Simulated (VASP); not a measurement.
# Hf (Fd-3m) in VASP: single point with PBEsol+D4

Aim: the single point of Hf with PBEsol+D4.

Everything below comes from runs of VASP 6.6.1. Logs are shortened: lines on timing, memory, paths and dates and some standing lists are left out, and cuts for length are marked.

### 1 The cell of the first run

Symmetry: Fd-3m, No. 227, cubic system. The conventional cell has a = 6.434 Å, b = 6.434 Å, c = 6.434 Å, α = 90.00°, β = 90.00°, γ = 90.00°. Hf (site symmetry -43m) has 4 Hf at 2.79 Å within 3.7 Å.

### 2 Single point, PBEsol+D4

Input file INCAR:

```
SYSTEM = Hf
ALGO = Normal ; EDIFF = 1E-6
ENCUT = 520 ; GGA = PS
ISIF = 2 ; ISMEAR = -1
IVDW = 13 ; LASPH = .True.
LCHARG = .True. ; LELF = .True.
LREAL = .False. ; LVHAR = .True.
LWAVE = .False. ; NBANDS = 17
NELM = 80 ; PREC = Accurate
SIGMA = 0.1
```

Input file KPOINTS:

```
k-points
0
Gamma
  7 7 7
  0 0 0
```

Input file POSCAR:

```
Hf
1.0
    0.0000000000      3.2169453868      3.2169453868
    3.2169453868      0.0000000000      3.2169453868
    3.2169453868      3.2169453868      0.0000000000
Hf
2
Direct
    1.0000000000      1.0000000000      1.0000000000
    0.2500000000      0.2500000000      0.2500000000
```

Potentials or basis: VASP PAW PBE potentials, release 64 (Hf_pv).

Launch:

```
$ cat potpaw_PBE.64/Hf_pv/POTCAR > POTCAR
$ mpirun -np 1 vasp_std > vasp.out
```

OUTCAR:

```text
SYSTEM = Hf
   EDIFF = 1E-6
   ENCUT = 520
   GGA = PS
   ISIF = 2
   ISMEAR = -1
   IVDW = 13
   LASPH = .True.
   LREAL = .False.
   NELM = 80
   PREC = Accurate

 ion  position               nearest neighbor table
   1  0.000  0.000  0.000-   2 2.79   2 2.79   2 2.79   2 2.79
   2  0.250  0.250  0.250-   1 2.79   1 2.79   1 2.79   1 2.79

  LATTYP: Found a face centered cubic cell.
 ALAT       =     6.4338907736

  Lattice vectors:

 A1 = (   0.0000000000,   3.2169453868,   3.2169453868)
 A2 = (   3.2169453868,   0.0000000000,   3.2169453868)
 A3 = (   3.2169453868,   3.2169453868,   0.0000000000)

Analysis of symmetry for initial positions (statically):
=====================================================================
 Subroutine PRICEL returns:
 Original cell was already a primitive cell.

 Routine SETGRP: Setting up the symmetry group for a
 face centered cubic supercell.

 Subroutine GETGRP returns: Found 48 space group operations
 (whereof 24 operations were pure point group operations)
 out of a pool of 48 trial point group operations.

The static configuration has the point symmetry T_d .
 The point group associated with its full space group is O_h .

Analysis of symmetry for dynamics (positions and initial velocities):
=====================================================================
 Subroutine PRICEL returns:
 Original cell was already a primitive cell.

 Routine SETGRP: Setting up the symmetry group for a
 face centered cubic supercell.

 Subroutine GETGRP returns: Found 48 space group operations
 (whereof 24 operations were pure point group operations)
 out of a pool of 48 trial point group operations.

The dynamic configuration has the point symmetry T_d .
 The point group associated with its full space group is O_h .

 Subroutine INISYM returns: Found 48 space group operations
 (whereof 24 operations are pure point group operations),
 and found     1 'primitive' translations

----------------------------------------------------------------------------------------

                                     Primitive cell

  volume of cell :      66.5826

  direct lattice vectors                    reciprocal lattice vectors
     0.000000000  3.216945387  3.216945387    -0.155426947  0.155426947  0.155426947
     3.216945387  0.000000000  3.216945387     0.155426947 -0.155426947  0.155426947
     3.216945387  3.216945387  0.000000000     0.155426947  0.155426947 -0.155426947

  length of vectors
     4.549447795  4.549447795  4.549447795     0.269207369  0.269207369  0.269207369

  position of ions in fractional coordinates (direct lattice)
     0.000000000  0.000000000  0.000000000
     0.250000000  0.250000000  0.250000000

  ion indices of the primitive-cell ions
   primitive index   ion index
                 1           1
                 2           2

----------------------------------------------------------------------------------------

 KPOINTS: k-points

Automatic generation of k-mesh.
 Grid dimensions read from file:
 generate k-points for:    7    7    7

 Generating k-lattice:

  Cartesian coordinates                     Fractional coordinates (reciprocal lattice)
    -0.022203850  0.022203850  0.022203850     0.142857143  0.000000000  0.000000000
     0.022203850 -0.022203850  0.022203850     0.000000000  0.142857143  0.000000000
     0.022203850  0.022203850 -0.022203850     0.000000000  0.000000000  0.142857143

  Length of vectors
     0.038458196  0.038458196  0.038458196

  Shift w.r.t. Gamma in fractional coordinates (k-lattice)
     0.000000000  0.000000000  0.000000000

 Subroutine IBZKPT returns following result:
 ===========================================

 Found     20 irreducible k-points:

 Following reciprocal coordinates:
            Coordinates               Weight
  0.000000  0.000000  0.000000      1.000000
  0.142857  0.000000  0.000000      8.000000
  0.285714  0.000000  0.000000      8.000000
  0.428571  0.000000  0.000000      8.000000
  0.142857  0.142857  0.000000      6.000000
  0.285714  0.142857  0.000000     24.000000
[... 12 lines left out ...]
 -0.428571  0.428571  0.142857     24.000000
 -0.285714  0.428571  0.142857     24.000000
   k-points           NKPTS =     20   k-points in BZ     NKDIM =     20   number of bands    NBANDS=     17
   number of dos      NEDOS =    301   number of ions     NIONS =      2
   total plane-waves  NPLWV =  46656
   dimension x,y,z NGX =    36 NGY =   36 NGZ =   36
   dimension x,y,z NGXF=    72 NGYF=   72 NGZF=   72
   ions per type =               2
   NGX,Y,Z   is equivalent  to a cutoff of  13.16, 13.16, 13.16 a.u.
   NGXF,Y,Z  is equivalent  to a cutoff of  26.31, 26.31, 26.31 a.u.
 SYSTEM =  Hf
   PREC   = accura    normal or accurate (medium, high low for compatibility)
   ISTART =      0    job   : 0-new  1-cont  2-samecut
   ICHARG =      2    charge: 1-file 2-atom 10-const
   ISPIN  =      1    spin polarized calculation?
   LNONCOLLINEAR =      F non collinear calculations
   LSORBIT =      F    spin-orbit coupling
   LASPH  =      T    aspherical Exc in radial PAW
   ENCUT  =  520.0 eV  38.22 Ry    6.18 a.u.   8.46  8.46  8.46*2*pi/ulx,y,z
   NELM   =     80;   NELMIN=  2; NELMDL= -5     # of ELM steps
   EDIFF  = 0.1E-05   stopping-criterion for ELM
   LREAL  =      F    real-space projection
[... 7 lines left out ...]
   TEBEG  =    0.0;   TEEND  =   0.0 temperature during run
   PSTRESS=    0.0 pullay stress
   NELECT =      20.0000    total number of electrons
   NUPDOWN=      -1.0000    fix difference up-down
   EMIN   =  10.00;   EMAX   =-10.00  energy-range for DOS
   EFERMI =   0.00;   METHOD = LEGACY
   ISMEAR =    -1;   SIGMA  =   0.10  broadening in eV -4-tet -1-fermi 0-gaus
   EFERMI_NEDOS =   21; number of points for ismear=-14 and -15
   IALGO  =     38    algorithm
   IMIX   =      4    mixing-type and parameters
     AMIX     =   0.40;   BMIX     =  1.00
     AMIX_MAG =   1.60;   BMIX_MAG =  1.00
  volume/ion in A,a.u.               =      33.29       224.66
  Fermi-wavevector in a.u.,A,eV,Ry     =   1.096389  2.071874 16.355125  1.202068
  Thomas-Fermi vector in A             =   2.232730
   LORBIT       =      0    0 simple, 1 ext, 2 COOP (PROOUT), +10 PAW based schemes
   GGA     = PS    functional components
   LHFCALC =     F    Hartree Fock is set to
   AEXX    =    0.0000 exact exchange contribution
   IVDW    =    13    specifies the selected vdW correction
   LEPSILON=     F    determine dielectric tensor
   LRPA    =     F    only Hartree local field effects (RPA)
 non-spin polarized calculation
  energy-cutoff  :      520.00
  volume of cell :       66.58
 maximum number of plane-waves:      1814
 NGX is ok and might be reduce to    36
   NGX = 17   NGY = 17   NGZ = 17

 number of electron      19.9999999 magnetization

 Free energy of the ion-electron system (eV)
  ---------------------------------------------------
  ext. energy  EPLUGINS =         0.00000000
  ---------------------------------------------------
  free energy    TOTEN  =       -15.49931270 eV

  energy without entropy =      -15.33631235  energy(sigma->0) =      -15.41781253

 E-fermi :   1.6669     XC(G=0):  -9.3850

 val. band max:        1.6507879484   @ k =   0.4286   0.0000   0.0000
 cond. band min:       1.6727623485   @ k =   0.4286   0.2857   0.1429
 fundamental gap:      0.0219744001
 Fermi energy:         1.6668784822

 k-point     1 :       0.0000    0.0000    0.0000
  band No.  band energies     occupation
      1     -29.2705      2.00000
      2     -29.2705      2.00000
      3     -29.2705      2.00000
      4     -28.6006      2.00000
      5     -28.6006      2.00000
      6     -28.6006      2.00000
[... 9 lines left out ...]
     16       7.5701      0.00000
     17       7.5701      0.00000

 k-point     2 :       0.1429    0.0000    0.0000
  band No.  band energies     occupation
      1     -29.2853      2.00000
      2     -29.2853      2.00000
      3     -29.2682      2.00000
      4     -28.6055      2.00000
      5     -28.5849      2.00000
      6     -28.5849      2.00000
[... 9 lines left out ...]
     16       7.4859      0.00000
     17       7.4859      0.00000

 k-point     3 :       0.2857    0.0000    0.0000
  band No.  band energies     occupation
      1     -29.3164      2.00000
      2     -29.3164      2.00000
      3     -29.2636      2.00000
      4     -28.6161      2.00000
      5     -28.5520      2.00000
      6     -28.5520      2.00000
[... 9 lines left out ...]
     16       7.1725      0.00000
     17       7.1725      0.00000

 k-point     4 :       0.4286    0.0000    0.0000
  band No.  band energies     occupation
      1     -29.3395      2.00000
      2     -29.3395      2.00000
      3     -29.2605      2.00000
      4     -28.6238      2.00000
      5     -28.5274      2.00000
      6     -28.5274      2.00000
[... 9 lines left out ...]
     16       6.6257      0.00000
     17       6.6849      0.00000
[... 263 lines left out ...]
      1     -29.4131      2.00000
      2     -29.3745      2.00000
      3     -29.1115      2.00000
      4     -28.7733      2.00000
      5     -28.4912      2.00000
      6     -28.4557      2.00000
[... 9 lines left out ...]
     16       5.7019      0.00000
     17       6.9904      0.00000

 k-point    19 :      -0.4286    0.4286    0.1429
  band No.  band energies     occupation
      1     -29.4170      2.00000
      2     -29.4053      2.00000
      3     -29.0227      2.00000
      4     -28.8667      2.00000
      5     -28.4595      2.00000
      6     -28.4486      2.00000
[... 9 lines left out ...]
     16       5.4100      0.00000
     17       6.9488      0.00000

 k-point    20 :      -0.2857    0.4286    0.1429
  band No.  band energies     occupation
      1     -29.4269      2.00000
      2     -29.4005      2.00000
      3     -29.0148      2.00000
      4     -28.8722      2.00000
      5     -28.4647      2.00000
      6     -28.4408      2.00000
[... 9 lines left out ...]
     16       5.9307      0.00000
     17       6.9268      0.00000

------------------------ aborting loop because EDIFF is reached ----------------------------------------

  DFT-D4 for vdW energy calculation

  Edisp (eV):   -0.23638

  FORCE on cell =-STRESS in cart. coord.  units (eV):
  Direction    XX          YY          ZZ          XY          YZ          ZX
  --------------------------------------------------------------------------------------
  -------------------------------------------------------------------------------------
  Total      -0.09331    -0.09331    -0.09331     0.00000     0.00000     0.00000
  in kB      -2.24543    -2.24543    -2.24543     0.00000     0.00000     0.00000
  external pressure =       -2.25 kB  Pullay stress =        0.00 kB

 VOLUME and BASIS-vectors are now :
 -----------------------------------------------------------------------------
  energy-cutoff  :      520.00
  volume of cell :       66.58
      direct lattice vectors                 reciprocal lattice vectors
     0.000000000  3.216945387  3.216945387    -0.155426947  0.155426947  0.155426947
     3.216945387  0.000000000  3.216945387     0.155426947 -0.155426947  0.155426947
     3.216945387  3.216945387  0.000000000     0.155426947  0.155426947 -0.155426947

 POSITION                                       TOTAL-FORCE (eV/Angst)
 -----------------------------------------------------------------------------------
      0.00000      0.00000      0.00000        -0.000000     -0.000000     -0.000000
      1.60847      1.60847      1.60847         0.000000      0.000000      0.000000
 -----------------------------------------------------------------------------------
    total drift:                                0.000000      0.000000      0.000000

  FREE ENERGIE OF THE ION-ELECTRON SYSTEM (eV)
  ---------------------------------------------------
  free  energy   TOTEN  =       -15.7356919558 eV

  energy  without entropy=      -15.5726916116  energy(sigma->0) =      -15.65419178
```

Wall time 13 s (1 thread of Intel Xeon 6975P-C (Granite Rapids), shared host); peak memory 0.2 GiB.

What came out:

| Item | Value |
| --- | --- |
| Free energy | -15.7357 eV |
| Pressure | -0.2 GPa |
| Band gap on the k mesh | zero (band 10 reaches 2.00 eV, above the bottom of band 11 at 1.42 eV) |
| Dispersion energy per atom | -0.118 eV |

Caveat: the PAW data sets were made with another functional, which shifts forces and pressure a little; spin-orbit coupling is left out, which moves the levels of the heavy elements; pairwise dispersion overbinds metals, which lowers pressure and volume.
